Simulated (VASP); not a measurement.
Set up this calculation in VASP 6.6.1, as the native input.

```
Task                   : single point
Functional             : PBEsol
Potentials or basis    : VASP PAW PBE potentials, release 64 (B, N)
Cutoff                 : 520 eV
k mesh                 : 12 × 12 × 4
Occupations            : gaussian, width 0.05 eV
Spin                   : no spin polarisation
Dipole correction      : no
Further INCAR settings : ALGO = Normal; EDIFF = 1e-07; NBANDS = 16
```

The structure of BN lies in POSCAR:

```
BN
1.0
    2.5043488457      0.0000000000      0.0000000000
   -1.2521744229      2.1688297203      0.0000000000
    0.0000000000      0.0000000000      7.0190956742
B N
2 2
Direct
    0.3333333333      0.6666666667      0.2500000000
    0.6666666667      0.3333333333      0.7500000000
    0.3467586116      0.6299881243      0.7500000000
    0.6666666667      0.3333333333      0.2500000000
```

This cell differs from its parent crystal: atom 3 (N) moved +0.113 Å along Cartesian [1 -1 0].

One way to write it, as run:

INCAR

```
PREC = Accurate ; ENCUT = 520
EDIFF = 1E-7 ; ISMEAR = 0
SIGMA = 0.05 ; LREAL = F
LASPH = T ; NELM = 100
ALGO = Normal ; ISIF = 2
LWAVE = F ; LCHARG = T
GGA = PS ; LELF = T
LVHAR = T ; NBANDS = 16
```

KPOINTS

```
regular mesh
0
Gamma
  12 12 4
```

Potentials or basis: VASP PAW PBE potentials, release 64 (B, N).

Run with:

```sh
$ cat potpaw_PBE.64/B/POTCAR potpaw_PBE.64/N/POTCAR > POTCAR
$ mpirun -np 1 vasp_std > vasp.out
```

Results of the run:

```json
{
 "Pressure": "2.8 GPa",
 "Largest force": "5.372 eV/Å",
 "Band gap on the k mesh": "3.96 eV, indirect (least direct gap 4.42 eV)"
}
```

Caveat: the cell differs from its parent crystal (atom 3 (N) moved +0.113 Å along Cartesian [1 -1 0]); the PAW data sets were made with another functional, which shifts forces and pressure a little; this functional lacks dispersion, which binds the layers, so the pressure and a relaxed spacing across them are unreliable.

It took 70 s on 1 thread of Intel(R) Xeon(R) 6975P-C (Granite Rapids) (shared host), peak memory 0.24 GiB.
